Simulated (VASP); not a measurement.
A run of VASP 6.6.1:

INCAR

```
ALGO     = Fast           # electronic algorithm
EDIFF    = 1E-6           # SCF threshold, eV
ENCUT    = 520            # plane-wave cutoff, eV
GGA      = CA             # functional
ISIF     = 2              # what is computed and relaxed
ISMEAR   = 0              # smearing method
ISPIN    = 2              # spin polarisation
LASPH    = True           # aspherical terms in the spheres
LCHARG   = False          # write CHGCAR
LMAXMIX  = 4              # l up to which the mixer works
LORBIT   = 11             # projections on sites
LREAL    = False          # projectors in reciprocal space
LWAVE    = False          # write WAVECAR
MAGMOM   = 0.4 0.4        # initial moments
NBANDS   = 21             # bands
NELM     = 150            # most SCF steps
NUPDOWN  = 0.8            # fixed moment
PREC     = Accurate       # precision mode
SIGMA    = 0.15           # smearing width, eV
```

KPOINTS

```
k-points
0
Gamma
  21 21 10
```

File POSCAR:

```
Pt
1.0
    2.6670688980      0.0000000000      0.0000000000
   -1.3335344490      2.3097494193      0.0000000000
    0.0000000000      0.0000000000      4.6053244732
Pt
2
Direct
    0.6666666667      0.3333333333      0.7500000000
    0.3333333333      0.6666666667      0.2500000000
```

Potentials or basis: VASP PAW LDA potentials, release 64 (Pt).

Launch:

```bash
$ cat potpaw_LDA.64/Pt/POTCAR > POTCAR
$ mpirun -np 1 vasp_std > vasp.out
```

Hardware: 1 thread of Intel(R) Xeon(R) Platinum 8375C CPU @ 2.90GHz (Ice Lake), with other jobs on the host.

Q: Estimate the wall time of this run.

A: Wall time 2.4 min on 1 thread of Intel(R) Xeon(R) Platinum 8375C CPU @ 2.90GHz (Ice Lake) (shared host), peak memory 0.32 GiB. Counts: scf iterations 12, k points 288.
